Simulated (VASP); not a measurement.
# N in VASP: a series of runs, part 2 of 3

VASP 6.6.1. The steps go on from the part before.

### Step 3. Single point, PBE

This run uses another cell than the first one, of 28.13 Å³/atom, 0.986 times its volume.

File INCAR:

```
SYSTEM = N
ALGO = Normal
EDIFF = 1E-7
ENCUT = 520
GGA = PE
ISIF = 2
ISMEAR = 0
LASPH = .TRUE.
LCHARG = .TRUE.
LELF = .TRUE.
LREAL = .FALSE.
LVHAR = .TRUE.
LWAVE = .FALSE.
NBANDS = 30
NELM = 60
PREC = Accurate
SIGMA = 0.02
```

File KPOINTS:

```
k-points
0
G
  4 4 4
  0 0 0
```

File POSCAR:

```
N
1.0
    6.0823679804      0.0000000000      0.0000000000
    0.0000000000      6.0823679804      0.0000000000
    0.0000000000      0.0000000000      6.0823679804
N
8
Direct
    0.0522942627      0.0522942627      0.0522942627
    0.4477057373      0.9477057373      0.5522942627
    0.5522942627      0.4477057373      0.9477057373
    0.9477057373      0.5522942627      0.4477057373
    0.9477057373      0.9477057373      0.9477057373
    0.5522942627      0.0522942627      0.4477057373
    0.4477057373      0.5522942627      0.0522942627
    0.0522942627      0.4477057373      0.5522942627
```

Potentials or basis: VASP PAW PBE potentials, release 64 (N).

Command:

```console
> cat potpaw_PBE.64/N/POTCAR > POTCAR
> mpirun -np 1 vasp_std > vasp.out
```

OUTCAR:

```text
SYSTEM = N
   EDIFF = 1E-7
   ENCUT = 520
   GGA = PE
   ISIF = 2
   ISMEAR = 0
   LASPH = .TRUE.
   LREAL = .FALSE.
   NELM = 60
   PREC = Accurate

 ion  position               nearest neighbor table
   1  0.052  0.052  0.052-   5 1.10
   2  0.448  0.948  0.552-   6 1.10
   3  0.552  0.448  0.948-   7 1.10
   4  0.948  0.552  0.448-   8 1.10
   5  0.948  0.948  0.948-   1 1.10
   6  0.552  0.052  0.448-   2 1.10
   7  0.448  0.552  0.052-   3 1.10
   8  0.052  0.448  0.552-   4 1.10

  LATTYP: Found a simple cubic cell.
 ALAT       =     6.0823679804

  Lattice vectors:

 A1 = (   6.0823679804,   0.0000000000,   0.0000000000)
 A2 = (   0.0000000000,   6.0823679804,   0.0000000000)
 A3 = (   0.0000000000,   0.0000000000,   6.0823679804)

Analysis of symmetry for initial positions (statically):
=====================================================================
 Subroutine PRICEL returns:
 Original cell was already a primitive cell.

 Routine SETGRP: Setting up the symmetry group for a
 simple cubic supercell.

 Subroutine GETGRP returns: Found 24 space group operations
 (whereof  6 operations were pure point group operations)
 out of a pool of 48 trial point group operations.

The static configuration has the point symmetry S_6 .
 The point group associated with its full space group is T_h .

Analysis of symmetry for dynamics (positions and initial velocities):
=====================================================================
 Subroutine PRICEL returns:
 Original cell was already a primitive cell.

 Routine SETGRP: Setting up the symmetry group for a
 simple cubic supercell.

 Subroutine GETGRP returns: Found 24 space group operations
 (whereof  6 operations were pure point group operations)
 out of a pool of 48 trial point group operations.

The dynamic configuration has the point symmetry S_6 .
 The point group associated with its full space group is T_h .

 Subroutine INISYM returns: Found 24 space group operations
 (whereof  6 operations are pure point group operations),
 and found     1 'primitive' translations

----------------------------------------------------------------------------------------

                                     Primitive cell

  volume of cell :     225.0184

  direct lattice vectors                    reciprocal lattice vectors
     6.082367980  0.000000000  0.000000000     0.164409652  0.000000000  0.000000000
     0.000000000  6.082367980  0.000000000     0.000000000  0.164409652  0.000000000
     0.000000000  0.000000000  6.082367980     0.000000000  0.000000000  0.164409652

  length of vectors
     6.082367980  6.082367980  6.082367980     0.164409652  0.164409652  0.164409652

  position of ions in fractional coordinates (direct lattice)
     0.052294263  0.052294263  0.052294263
     0.447705737  0.947705737  0.552294263
     0.552294263  0.447705737  0.947705737
     0.947705737  0.552294263  0.447705737
     0.947705737  0.947705737  0.947705737
[... 42 lines left out ...]
            Coordinates               Weight
  0.000000  0.000000  0.000000      1.000000
  0.250000  0.000000  0.000000      6.000000
  0.500000  0.000000  0.000000      3.000000
  0.250000  0.250000  0.000000     12.000000
  0.500000  0.250000  0.000000      6.000000
 -0.250000  0.500000  0.000000      6.000000
  0.500000  0.500000  0.000000      3.000000
  0.250000  0.250000  0.250000      8.000000
  0.500000  0.250000  0.250000     12.000000
  0.500000  0.500000  0.250000      6.000000
  0.500000  0.500000  0.500000      1.000000
   k-points           NKPTS =     11   k-points in BZ     NKDIM =     11   number of bands    NBANDS=     30
   number of dos      NEDOS =    301   number of ions     NIONS =      8
   total plane-waves  NPLWV = 110592
   dimension x,y,z NGX =    48 NGY =   48 NGZ =   48
   dimension x,y,z NGXF=    96 NGYF=   96 NGZF=   96
   ions per type =               8
   NGX,Y,Z   is equivalent  to a cutoff of  13.12, 13.12, 13.12 a.u.
   NGXF,Y,Z  is equivalent  to a cutoff of  26.24, 26.24, 26.24 a.u.
 SYSTEM =  N
   PREC   = accura    normal or accurate (medium, high low for compatibility)
   ISTART =      0    job   : 0-new  1-cont  2-samecut
   ICHARG =      2    charge: 1-file 2-atom 10-const
   ISPIN  =      1    spin polarized calculation?
   LNONCOLLINEAR =      F non collinear calculations
   LSORBIT =      F    spin-orbit coupling
   LASPH  =      T    aspherical Exc in radial PAW
   ENCUT  =  520.0 eV  38.22 Ry    6.18 a.u.  11.31 11.31 11.31*2*pi/ulx,y,z
   NELM   =     60;   NELMIN=  2; NELMDL= -5     # of ELM steps
   EDIFF  = 0.1E-06   stopping-criterion for ELM
   LREAL  =      F    real-space projection
   EDIFFG = 0.1E-05   stopping-criterion for IOM
   NSW    =      0    number of steps for IOM
   IBRION =     -1    ionic relax: 0-MD 1-quasi-New 2-CG
   NFREE  =      0    steps in history (QN), initial steepest desc. (CG)
   ISIF   =      2    stress and relaxation
   ISYM   =      2    0-nonsym 1-usesym 2-fastsym
   POTIM  = 0.5000    time-step for ionic-motion
   TEBEG  =    0.0;   TEEND  =   0.0 temperature during run
   PSTRESS=    0.0 pullay stress
   NELECT =      40.0000    total number of electrons
   NUPDOWN=      -1.0000    fix difference up-down
   EMIN   =  10.00;   EMAX   =-10.00  energy-range for DOS
   EFERMI =   0.00;   METHOD = LEGACY
   ISMEAR =     0;   SIGMA  =   0.02  broadening in eV -4-tet -1-fermi 0-gaus
   EFERMI_NEDOS =   21; number of points for ismear=-14 and -15
   IALGO  =     38    algorithm
   IMIX   =      4    mixing-type and parameters
     AMIX     =   0.40;   BMIX     =  1.00
     AMIX_MAG =   1.60;   BMIX_MAG =  1.00
  volume/ion in A,a.u.               =      28.13       189.81
  Fermi-wavevector in a.u.,A,eV,Ry     =   0.920496  1.739486 11.528404  0.847314
  Thomas-Fermi vector in A             =   2.045808
   LORBIT       =      0    0 simple, 1 ext, 2 COOP (PROOUT), +10 PAW based schemes
   GGA     = PE    functional components
   LHFCALC =     F    Hartree Fock is set to
   AEXX    =    0.0000 exact exchange contribution
   IVDW    =     0    specifies the selected vdW correction
   LEPSILON=     F    determine dielectric tensor
   LRPA    =     F    only Hartree local field effects (RPA)
 non-spin polarized calculation
 Gauss-broadening in eV      SIGMA  =   0.02
  energy-cutoff  :      520.00
  volume of cell :      225.02
 maximum number of plane-waves:      6090
 NGX is ok and might be reduce to    48
   NGX = 23   NGY = 23   NGZ = 23

 number of electron      40.0000014 magnetization

 Free energy of the ion-electron system (eV)
  ---------------------------------------------------
  ext. energy  EPLUGINS =         0.00000000
  ---------------------------------------------------
  free energy    TOTEN  =       -66.67551532 eV

  energy without entropy =      -66.67551532  energy(sigma->0) =      -66.67551532

 E-fermi :  -7.2075     XC(G=0):  -5.6919

 val. band max:       -7.3115022880   @ k =   0.5000   0.0000   0.0000
 cond. band min:       0.3034203222   @ k =   0.0000   0.0000   0.0000
 fundamental gap:      7.6149226102
 Fermi energy:        -7.2074804883

 k-point     1 :       0.0000    0.0000    0.0000
  band No.  band energies     occupation
      1     -25.5898      2.00000
      2     -25.5671      2.00000
      3     -25.5671      2.00000
      4     -25.5671      2.00000
      5     -10.7346      2.00000
      6     -10.7346      2.00000
[... 352 lines left out ...]
     29       4.5501      0.00000
     30       4.5501      0.00000

------------------------ aborting loop because EDIFF is reached ----------------------------------------

  FORCE on cell =-STRESS in cart. coord.  units (eV):
  Direction    XX          YY          ZZ          XY          YZ          ZX
  --------------------------------------------------------------------------------------
  -------------------------------------------------------------------------------------
  Total        2.3575727      2.3575727      2.3575727     -0.0000000      0.0000000      0.0000000
  in kB       16.7864010     16.7864010     16.7864010     -0.0000000      0.0000000      0.0000000
  external PRESSURE =      16.7864010 kB  Pullay stress =       0.0000000 kB

 VOLUME and BASIS-vectors are now :
 -----------------------------------------------------------------------------
  energy-cutoff  :      520.00
  volume of cell :      225.02
      direct lattice vectors                 reciprocal lattice vectors
     6.082367980  0.000000000  0.000000000     0.164409652  0.000000000  0.000000000
     0.000000000  6.082367980  0.000000000     0.000000000  0.164409652  0.000000000
     0.000000000  0.000000000  6.082367980     0.000000000  0.000000000  0.164409652

 POSITION                                       TOTAL-FORCE (eV/Angst)
 -----------------------------------------------------------------------------------
      0.31807      0.31807      0.31807         1.008944      1.008944      1.008944
      2.72311      5.76430      3.35926        -1.008944     -1.008944      1.008944
      3.35926      2.72311      5.76430         1.008944     -1.008944     -1.008944
      5.76430      3.35926      2.72311        -1.008944      1.008944     -1.008944
      5.76430      5.76430      5.76430        -1.008944     -1.008944     -1.008944
      3.35926      0.31807      2.72311         1.008944      1.008944     -1.008944
      2.72311      3.35926      0.31807        -1.008944      1.008944      1.008944
      0.31807      2.72311      3.35926         1.008944     -1.008944      1.008944
 -----------------------------------------------------------------------------------
    total drift:                                0.000000      0.000000      0.000000

  FREE ENERGIE OF THE ION-ELECTRON SYSTEM (eV)
  ---------------------------------------------------
  free  energy   TOTEN  =       -66.6755153229 eV

  energy  without entropy=      -66.6755153229  energy(sigma->0) =      -66.67551532
```

It took 67 s on 1 thread of Intel Xeon Platinum 8259CL at 2.50GHz (Skylake/Cascade Lake), shared host; peak memory 0.33 GiB.

What came out:

```
Free energy            : -66.6755 eV
Pressure               : 1.7 GPa
Largest force          : 1.748 eV/Å
Band gap on the k mesh : 7.61 eV, indirect (least direct gap 7.62 eV)
```

Forces in eV/Å, atoms in the order of the input:
```
N    1.009  1.009  1.009
N   -1.009 -1.009  1.009
N    1.009 -1.009 -1.009
N   -1.009  1.009 -1.009
N   -1.009 -1.009 -1.009
N    1.009  1.009 -1.009
N   -1.009  1.009  1.009
N    1.009 -1.009  1.009
```

Caveat: the standard files for N, O and F lose accuracy on very short bonds; forces of over 1 eV/Å act on the atoms, so gaps and moduli don't describe the material at rest. A k mesh can miss the band edges.

### Step 4. Single point, PBE

File INCAR:

```
SYSTEM = N
PREC     = Accurate       ! precision mode
ENCUT    = 520            ! plane-wave cutoff, eV
EDIFF    = 1E-6           ! SCF threshold, eV
ISMEAR   = 0              ! smearing method
SIGMA    = 0.02           ! smearing width, eV
LREAL    = .False.        ! projectors in reciprocal space
LASPH    = .True.         ! aspherical terms in the spheres
NELM     = 80             ! most SCF steps
ALGO     = Normal         ! electronic algorithm
ISIF     = 2              ! what is computed and relaxed
LWAVE    = .False.        ! write WAVECAR
LCHARG   = .True.         ! write CHGCAR
GGA      = PE             ! functional
LELF     = .True.         ! ELF
LVHAR    = .True.       
NBANDS   = 30             ! bands
```

File KPOINTS:

```
regular mesh
0
Gamma
  4 4 4
  0 0 0
```

File POSCAR:

```
N
1.0
    6.1100808470      0.0000000000      0.0000000000
    0.0000000000      6.1100808470      0.0000000000
    0.0000000000      0.0000000000      6.1100808470
N
8
Direct
    0.0520826981      0.0520826981      0.0520826981
    0.4479173019      0.9479173019      0.5520826981
    0.5520826981      0.4479173019      0.9479173019
    0.9479173019      0.5520826981      0.4479173019
    0.9479671705      0.9479671705      0.9479671705
    0.5520328295      0.0520328295      0.4479671705
    0.4479671705      0.5520328295      0.0520328295
    0.0520328295      0.4479671705      0.5520328295
```

Command:

```console
> cat potpaw_PBE.64/N/POTCAR > POTCAR
> mpirun -np 1 vasp_std > vasp.out
```

Wall time 65 s (1 thread of Intel Xeon Platinum 8259CL at 2.50GHz (Skylake/Cascade Lake), shared host); peak memory 0.33 GiB.

Results (log left out):

```yaml
Free_energy: -66.6762 eV
Pressure: 1.6 GPa
Largest_force: 1.748 eV/Å
Band_gap_on_the_k_mesh: 7.63 eV, indirect (least direct gap 7.64 eV)
```

Forces in eV/Å, atoms in the order of the input:
```
N    1.009  1.009  1.009
N   -1.009 -1.009  1.009
N    1.009 -1.009 -1.009
N   -1.009  1.009 -1.009
N   -1.009 -1.009 -1.009
N    1.009  1.009 -1.009
N   -1.009  1.009  1.009
N    1.009 -1.009  1.009
```

Levels at points of the mesh, in eV from the valence-band top:
```tsv
k point	band 17	band 18	band 19	band 20	band 21	band 22	band 23	band 24
(0.00, 0.00, 0.00)	-0.54	-0.01	-0.01	-0.01	7.63	7.63	7.63	8.22
(0.50, 0.00, 0.00)	-0.22	-0.22	0.00	0.00	7.79	7.79	8.05	8.05
(0.50, 0.50, 0.00)	-0.11	-0.11	-0.11	-0.11	8.04	8.04	8.04	8.04
(0.50, 0.50, 0.50)	-0.13	-0.13	-0.13	-0.13	8.04	8.04	8.04	8.04
```

Caveat: the standard files for N, O and F lose accuracy on very short bonds; forces of over 1 eV/Å act on the atoms, so gaps and moduli don't describe the material at rest.

[end of part 2 of 3]
